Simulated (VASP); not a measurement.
# Be (Pm-3m) in VASP: notebook, part 2 of 2

VASP 6.6.1.

## (3) Single point, PBE (volume scaled by 0.88)

Contents of INCAR:

```
PREC = Accurate
ENCUT = 600
EDIFF = 1E-6
ISMEAR = -1
SIGMA = 0.1
LREAL = False
LASPH = True
NELM = 120
ALGO = Normal
ISIF = 2
LWAVE = False
LCHARG = False
GGA = PE
NBANDS = 7
GGA_COMPAT = False
```

Contents of KPOINTS:

```
regular mesh
0
Gamma
  20 20 20
```

Contents of POSCAR:

```
Be
1.0
    2.0819686064      0.0000000000      0.0000000000
    0.0000000000      2.0819686064      0.0000000000
    0.0000000000      0.0000000000      2.0819686064
Be
1
Direct
    0.0000000000      0.0000000000      0.0000000000
```

Potentials or basis: VASP PAW PBE potentials, release 64 (Be).

On the command line:

```bash
$ cat potpaw_PBE.64/Be/POTCAR > POTCAR
$ mpirun -np 1 vasp_std > vasp.out
```

OUTCAR:

```text
PREC = Accurate
   ENCUT = 600
   EDIFF = 1E-6
   ISMEAR = -1
   LREAL = False
   LASPH = True
   NELM = 120
   ISIF = 2
   GGA = PE

 ion  position               nearest neighbor table
   1  0.000  0.000  0.000-

  LATTYP: Found a simple cubic cell.
 ALAT       =     2.0819686064

  Lattice vectors:

 A1 = (   2.0819686064,   0.0000000000,   0.0000000000)
 A2 = (   0.0000000000,   2.0819686064,   0.0000000000)
 A3 = (   0.0000000000,   0.0000000000,   2.0819686064)

Analysis of symmetry for initial positions (statically):
=====================================================================
 Subroutine PRICEL returns:
 Original cell was already a primitive cell.

 Routine SETGRP: Setting up the symmetry group for a
 simple cubic supercell.

 Subroutine GETGRP returns: Found 48 space group operations
 (whereof 48 operations were pure point group operations)
 out of a pool of 48 trial point group operations.

The static configuration has the point symmetry O_h .

Analysis of symmetry for dynamics (positions and initial velocities):
=====================================================================
 Subroutine PRICEL returns:
 Original cell was already a primitive cell.

 Routine SETGRP: Setting up the symmetry group for a
 simple cubic supercell.

 Subroutine GETGRP returns: Found 48 space group operations
 (whereof 48 operations were pure point group operations)
 out of a pool of 48 trial point group operations.

The dynamic configuration has the point symmetry O_h .

 Subroutine INISYM returns: Found 48 space group operations
 (whereof 48 operations are pure point group operations),
 and found     1 'primitive' translations

----------------------------------------------------------------------------------------

                                     Primitive cell

  volume of cell :       9.0245

  direct lattice vectors                    reciprocal lattice vectors
     2.081968606  0.000000000  0.000000000     0.480314639  0.000000000  0.000000000
     0.000000000  2.081968606  0.000000000     0.000000000  0.480314639  0.000000000
     0.000000000  0.000000000  2.081968606     0.000000000  0.000000000  0.480314639

  length of vectors
     2.081968606  2.081968606  2.081968606     0.480314639  0.480314639  0.480314639

  position of ions in fractional coordinates (direct lattice)
     0.000000000  0.000000000  0.000000000

  ion indices of the primitive-cell ions
   primitive index   ion index
                 1           1

----------------------------------------------------------------------------------------

 KPOINTS: regular mesh

Automatic generation of k-mesh.
 Grid dimensions read from file:
 generate k-points for:   20   20   20

 Generating k-lattice:

  Cartesian coordinates                     Fractional coordinates (reciprocal lattice)
     0.024015732  0.000000000  0.000000000     0.050000000  0.000000000  0.000000000
     0.000000000  0.024015732  0.000000000     0.000000000  0.050000000  0.000000000
     0.000000000  0.000000000  0.024015732     0.000000000  0.000000000  0.050000000

  Length of vectors
     0.024015732  0.024015732  0.024015732

  Shift w.r.t. Gamma in fractional coordinates (k-lattice)
     0.000000000  0.000000000  0.000000000

 Subroutine IBZKPT returns following result:
 ===========================================

 Found    286 irreducible k-points:

 Following reciprocal coordinates:
            Coordinates               Weight
  0.000000  0.000000  0.000000      1.000000
  0.050000  0.000000  0.000000      6.000000
  0.100000  0.000000  0.000000      6.000000
  0.150000  0.000000  0.000000      6.000000
  0.200000  0.000000  0.000000      6.000000
  0.250000  0.000000  0.000000      6.000000
[... 16 lines left out ...]
  0.150000  0.100000  0.000000     24.000000
  0.200000  0.100000  0.000000     24.000000
 [... further k-points ...]
   k-points           NKPTS =    286   k-points in BZ     NKDIM =    286   number of bands    NBANDS=      7
   number of dos      NEDOS =    301   number of ions     NIONS =      1
   total plane-waves  NPLWV =   5832
   dimension x,y,z NGX =    18 NGY =   18 NGZ =   18
   dimension x,y,z NGXF=    36 NGYF=   36 NGZF=   36
   ions per type =               1
   NGX,Y,Z   is equivalent  to a cutoff of  14.37, 14.37, 14.37 a.u.
   NGXF,Y,Z  is equivalent  to a cutoff of  28.75, 28.75, 28.75 a.u.
 SYSTEM =  unknown system
   PREC   = accura    normal or accurate (medium, high low for compatibility)
   ISTART =      0    job   : 0-new  1-cont  2-samecut
   ICHARG =      2    charge: 1-file 2-atom 10-const
   ISPIN  =      1    spin polarized calculation?
   LNONCOLLINEAR =      F non collinear calculations
   LSORBIT =      F    spin-orbit coupling
   LASPH  =      T    aspherical Exc in radial PAW
   ENCUT  =  600.0 eV  44.10 Ry    6.64 a.u.   4.16  4.16  4.16*2*pi/ulx,y,z
   NELM   =    120;   NELMIN=  2; NELMDL= -5     # of ELM steps
   EDIFF  = 0.1E-05   stopping-criterion for ELM
   LREAL  =      F    real-space projection
   EDIFFG = 0.1E-04   stopping-criterion for IOM
   NSW    =      0    number of steps for IOM
   IBRION =     -1    ionic relax: 0-MD 1-quasi-New 2-CG
   NFREE  =      0    steps in history (QN), initial steepest desc. (CG)
   ISIF   =      2    stress and relaxation
   ISYM   =      2    0-nonsym 1-usesym 2-fastsym
   POTIM  = 0.5000    time-step for ionic-motion
   TEBEG  =    0.0;   TEEND  =   0.0 temperature during run
   PSTRESS=    0.0 pullay stress
   NELECT =       2.0000    total number of electrons
   NUPDOWN=      -1.0000    fix difference up-down
   EMIN   =  10.00;   EMAX   =-10.00  energy-range for DOS
   EFERMI =   0.00;   METHOD = LEGACY
   ISMEAR =    -1;   SIGMA  =   0.10  broadening in eV -4-tet -1-fermi 0-gaus
   EFERMI_NEDOS =   21; number of points for ismear=-14 and -15
   IALGO  =     38    algorithm
   IMIX   =      4    mixing-type and parameters
     AMIX     =   0.40;   BMIX     =  1.00
     AMIX_MAG =   1.60;   BMIX_MAG =  1.00
  volume/ion in A,a.u.               =       9.02        60.90
  Fermi-wavevector in a.u.,A,eV,Ry     =   0.990704  1.872159 13.354047  0.981495
  Thomas-Fermi vector in A             =   2.122393
   LORBIT       =      0    0 simple, 1 ext, 2 COOP (PROOUT), +10 PAW based schemes
   GGA     = PE    functional components
   LHFCALC =     F    Hartree Fock is set to
   AEXX    =    0.0000 exact exchange contribution
   IVDW    =     0    specifies the selected vdW correction
   LEPSILON=     F    determine dielectric tensor
   LRPA    =     F    only Hartree local field effects (RPA)
 non-spin polarized calculation
  energy-cutoff  :      600.00
  volume of cell :        9.02
 maximum number of plane-waves:       320
 NGX is ok and might be reduce to    18
   NGX =  9   NGY =  9   NGZ =  9

 number of electron       2.0000000 magnetization

 Free energy of the ion-electron system (eV)
  ---------------------------------------------------
  ext. energy  EPLUGINS =         0.00000000
  ---------------------------------------------------
  free energy    TOTEN  =        -2.72653809 eV

  energy without entropy =       -2.71575113  energy(sigma->0) =       -2.72114461

 E-fermi :   5.8443     XC(G=0): -10.1646

 val. band max:        5.7937617115   @ k =   0.4500   0.2000   0.1500
 cond. band min:       5.8525763742   @ k =   0.5000   0.3500   0.0500
 fundamental gap:      0.0588146627
 Fermi energy:         5.8443402792

 k-point     1 :       0.0000    0.0000    0.0000
  band No.  band energies     occupation
      1      -4.6357      2.00000
      2      20.6190      0.00000
      3      20.6190      0.00000
      4      20.6190      0.00000
      5      26.4449      0.00000
      6      26.4449      0.00000
      7      36.5815      0.00000

 k-point     2 :       0.0500    0.0000    0.0000
  band No.  band energies     occupation
      1      -4.5702      2.00000
      2      19.5781      0.00000
      3      20.6877      0.00000
      4      20.6877      0.00000
      5      26.5281      0.00000
      6      27.5878      0.00000
      7      36.5101      0.00000
[... 201 lines left out ...]
 k-point    23 :       0.1500    0.1000    0.0000
  band No.  band energies     occupation
      1      -3.7830      2.00000
      2      15.1948      0.00000
      3      18.8730      0.00000
      4      21.4974      0.00000
      5      29.5969      0.00000
      6      33.4515      0.00000
      7      35.5321      0.00000

 k-point    24 :       0.2000    0.1000    0.0000
  band No.  band energies     occupation
      1      -3.3267      2.00000
      2      13.1954      0.00000
      3      19.2357      0.00000
      4      21.9501      0.00000
      5      30.2340      0.00000
      6      33.9698      0.00000
      7      36.8447      0.00000

 [... further k-points ...]
[... 5 lines left out ...]
  --------------------------------------------------------------------------------------
  -------------------------------------------------------------------------------------
  Total        0.6815847      0.6815847      0.6815847     -0.0000000      0.0000000      0.0000000
  in kB      121.0062767    121.0062767    121.0062767     -0.0000000      0.0000000      0.0000000
  external PRESSURE =     121.0062767 kB  Pullay stress =       0.0000000 kB

 VOLUME and BASIS-vectors are now :
 -----------------------------------------------------------------------------
  energy-cutoff  :      600.00
  volume of cell :        9.02
      direct lattice vectors                 reciprocal lattice vectors
     2.081968606  0.000000000  0.000000000     0.480314639  0.000000000  0.000000000
     0.000000000  2.081968606  0.000000000     0.000000000  0.480314639  0.000000000
     0.000000000  0.000000000  2.081968606     0.000000000  0.000000000  0.480314639

 POSITION                                       TOTAL-FORCE (eV/Angst)
 -----------------------------------------------------------------------------------
      0.00000      0.00000      0.00000         0.000000      0.000000      0.000000
 -----------------------------------------------------------------------------------
    total drift:                                0.000000     -0.000000     -0.000000

  FREE ENERGIE OF THE ION-ELECTRON SYSTEM (eV)
  ---------------------------------------------------
  free  energy   TOTEN  =        -2.7265380920 eV

  energy  without entropy=       -2.7157511288  energy(sigma->0) =       -2.72114461
```

stdout:

```text
POSCAR found type information on POSCAR Be
 POSCAR found :  1 types and       1 ions
 scaLAPACK will be used
 LDA part: xc-table for (Slater+PW92), standard interpolation
 POSCAR, INCAR and KPOINTS ok, starting setup
 FFT: planning ... GRIDC
 FFT: planning ... GRID_SOFT
 FFT: planning ... GRID
 WAVECAR not read
 entering main loop
```

Run time: 39 s. Hardware: 1 thread of AMD EPYC 7R13, shared host; peak memory 0.1 GiB.

Results:

* Free energy: -2.7265 eV
* Pressure: 12.1 GPa
* Band gap on the k mesh: zero (band 1 reaches 11.66 eV, above the bottom of band 2 at 4.17 eV)

Levels at points of the mesh, in eV from the Fermi level:
| k point | band 1 | band 2 | band 3 | band 4 |
| --- | --- | --- | --- | --- |
| (0.00, 0.00, 0.00) | -10.48 | 14.77 | 14.77 | 14.77 |
| (0.50, 0.00, 0.00) | -5.33 | -1.67 | 18.90 | 18.90 |
| (0.50, 0.50, 0.00) | 0.59 | 0.59 | 6.81 | 8.34 |
| (0.50, 0.50, 0.50) | 5.82 | 5.82 | 5.82 | 14.01 |

Caveat: the cell differs from its parent crystal (volume scaled by 0.88).

## (4) Single point, PBE

This run uses another cell than the first one, of 10.26 Å³/atom, 1.282 times its volume.

Contents of INCAR:

```
PREC = Accurate ; ENCUT = 600
EDIFF = 1E-6 ; ISMEAR = -1
SIGMA = 0.1 ; LREAL = False
LASPH = True ; NELM = 120
ALGO = Normal ; ISIF = 2
LWAVE = False ; LCHARG = False
GGA = PE ; NBANDS = 7
GGA_COMPAT = False
```

KPOINTS is that of step 3.

Contents of POSCAR:

```
Be
1.0
    2.1726008871      0.0000000000      0.0000000000
    0.0000000000      2.1726008871      0.0000000000
    0.0000000000      0.0000000000      2.1726008871
Be
1
Direct
    0.0000000000      0.0000000000      0.0000000000
```

On the command line:

```bash
$ cat potpaw_PBE.64/Be/POTCAR > POTCAR
$ mpirun -np 1 vasp_std > vasp.out
```

Run time: 40 s. Hardware: 1 thread of AMD EPYC 7R13, shared host; peak memory 0.1 GiB.

The run converged. Its results:

```
Free energy            : -2.7691 eV
Pressure               : 0.1 GPa
Band gap on the k mesh : zero (band 1 reaches 10.16 eV, above the bottom of band 2 at 3.01 eV)
```

Levels at points of the mesh, in eV from the Fermi level:
| k point | band 1 | band 2 | band 3 | band 4 | band 5 |
| --- | --- | --- | --- | --- | --- |
| (0.00, 0.00, 0.00) | -9.69 | 13.53 | 13.53 | 13.53 | 19.20 |
| (0.50, 0.00, 0.00) | -4.65 | -1.78 | 17.19 | 17.19 | 24.71 |
| (0.50, 0.50, 0.00) | 0.68 | 0.68 | 6.66 | 7.15 | 20.20 |
| (0.50, 0.50, 0.50) | 5.37 | 5.37 | 5.37 | 13.22 | 13.22 |

## (5) Summary

| cell | gap on the mesh (eV) | pressure (GPa) |
| --- | --- | --- |
| a = 2.000 Å, 1 atom | none | 28.7 |
| a = 2.082 Å, 1 atom | none | 12.1 |
| a = 2.173 Å, 1 atom | none | 0.1 |

Alike in all rows: task single point; level PBE; potentials or basis VASP PAW PBE potentials, release 64 (Be); no spin polarisation; k mesh 20 × 20 × 20; cutoff (eV) 600; smearing fermi-dirac 0.1 eV.

Absolute energies hang on the potentials; compare differences alone.
